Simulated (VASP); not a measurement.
Here is a VASP 6.6.1 calculation.

The input INCAR:

```
SYSTEM = H15NO6
ALGO     = Normal         ! electronic algorithm
EDIFF    = 1E-6           ! SCF threshold, eV
ENCUT    = 1000           ! plane-wave cutoff, eV
GGA      = PE             ! functional
GGA_COMPAT= .False.      
ISIF     = 2              ! what is computed and relaxed
ISMEAR   = -1             ! smearing method
IVDW     = 12             ! dispersion correction
LASPH    = .True.         ! aspherical terms in the spheres
LCHARG   = .True.         ! write CHGCAR
LELF     = .True.         ! ELF
LREAL    = Auto         
LVHAR    = .True.       
LWAVE    = .False.        ! write WAVECAR
NBANDS   = 45             ! bands
NELM     = 120            ! most SCF steps
PREC     = Accurate       ! precision mode
SIGMA    = 0.05           ! smearing width, eV
```

Contents of KPOINTS:

```
k-points
0
Gamma
  1 1 1
  0 0 0
```

The input POSCAR:

```
H15NO6
1.0
    6.0276500000      0.0000000000      0.0000000000
    0.0000000000      6.0276500000      0.0000000000
    0.0000000000      0.0000000000      6.0276500000
O H N
6 15 1
Direct
    0.2225840811      0.9279405796      0.3283970501
    0.1338646662      0.4122120992      0.8896868054
    0.3412178042      0.7682615880      0.7407957216
    0.5248729913      0.4911603879      0.2941603096
    0.7211059269      0.2167626356     -0.0038644262
    0.8703460473      0.7979385247      0.1069322720
    0.2803466462      1.0627884682      0.2627716936
    0.0935111324      0.8824266883      0.2336054372
    0.2235409376      0.5413043862      0.8325743747
    0.1931618908      0.2865079894      0.8084340109
    0.5019431455      0.7961497040      0.7187723978
    0.2827443002      0.8163571779      0.5958867098
    0.6466572109      0.5987361062      0.3013585587
    0.3983375269      0.5853137435      0.2559262306
    0.6347984956      0.3152458310      0.0962705712
    0.8579338097      0.3002014451     -0.0347939745
    0.8039584036      0.9395643210      0.0534837452
    0.9104185708      0.7126583621     -0.0238349067
    0.6887631510      0.1053720392      0.6887798673
    0.9009611064     -0.0284087636      0.5825779997
    0.6806336225      0.0054842206      0.4327601928
    0.7310427331     -0.0288569340      0.5914719594
```

Potentials or basis: VASP PAW PBE potentials, release 64 (O_h, H_h, N_h).

The run is started by

```console
$ cat potpaw_PBE.64/O_h/POTCAR potpaw_PBE.64/H_h/POTCAR potpaw_PBE.64/N_h/POTCAR > POTCAR
$ mpirun -np 1 vasp_gam > vasp.out
```

Estimate the dispersion energy per atom.

-0.034 eV.

What does it give for the largest force?

0.270 eV/Å.

Stress tensor (GPa, compression positive):
```
-0.18  0.11  0.40
 0.11 -0.65  0.51
 0.40  0.51  0.26
```

Caveat: the k points lie up to 1.04 Å⁻¹ apart, too coarse for converged energies, forces and pressures.
